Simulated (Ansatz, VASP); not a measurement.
BN: VASP beside Ansatz

INCAR

```
SYSTEM = BN
ALGO = Normal ; EDIFF = 1E-7
ENCUT = 520 ; ISIF = 2
ISMEAR = -1 ; LASPH = .True.
LCHARG = .False. ; LREAL = .False.
LWAVE = .False. ; NBANDS = 16
NELM = 100 ; PREC = Accurate
SIGMA = 0.05
```

The input KPOINTS:

```
k-points
0
Gamma
  12 12 4
  0 0 0
```

The input POSCAR:

```
BN
1.0
    2.5147851179      0.0000000000      0.0000000000
   -1.2573925590      2.1778677972      0.0000000000
    0.0000000000      0.0000000000      6.6796463138
N B
2 2
Direct
    0.6666666667      0.3333333333      0.2500000000
    0.3333333333      0.6666666667      0.7500000000
    0.6666666667      0.3333333333      0.7500000000
    0.3333333333      0.6666666667      0.2500000000
```

File input.yaml:

```yaml
crystal:
  lattice:
    - [2.5147851179, 0.0, 0.0]
    - [-1.257392559, 2.1778677972, 0.0]
    - [0.0, 0.0, 6.6796463138]
  atoms:
    - { symbol: "N", position: [0.6666666667, 0.3333333333, 0.25] }
    - { symbol: "N", position: [0.3333333333, 0.6666666667, 0.75] }
    - { symbol: B, position: [0.6666666667, 0.3333333333, 0.75] }
    - { symbol: B, position: [0.3333333333, 0.6666666667, 0.25] }
kpoints:
  mp_grid: { grid: [12, 12, 4] }
scf:
  occupations: { method: fermi_dirac, width: 0.05 }
hamiltonian:
  xc: lda
  pseudopotentials: { kind: all_electron, lapw: { basis_error: 0.002 } }
output:
  forces: true
  stress: true
  eigenvalues: true
```

Change from the starting cell: volume scaled by 1.02.

Alike in both runs: task single point; functional LDA; k mesh 12 × 12 × 4; occupations fermi-dirac, width 0.05 eV; no spin polarisation.

|  | VASP | Ansatz |
| --- | --- | --- |
| version | VASP 6.6.1 | Ansatz 0.2.0 |
| potentials or method | VASP PAW LDA potentials, release 64 (N, B), cutoff 520 eV | all-electron LAPW, scalar-relativistic |

Ansatz gave:

```
gap on the k mesh at the Fermi level (eV)                     : 4.07
least direct gap on the mesh (eV)                             : 4.47
pressure (GPa)                                                : -7.4
traceless stress, the component that is largest in VASP (GPa) : 6.74
```

Estimate VASP's values.

gap on the k mesh at the Fermi level (eV): 4.06; least direct gap on the mesh (eV): 4.47; pressure (GPa): -7.1; traceless stress, the component that is largest in VASP (GPa): 6.28.

LDA's correlation is that of Perdew and Zunger in VASP and of Perdew and Wang (1992) in Ansatz. Ansatz ran all-electron here, and VASP with PAW potentials.
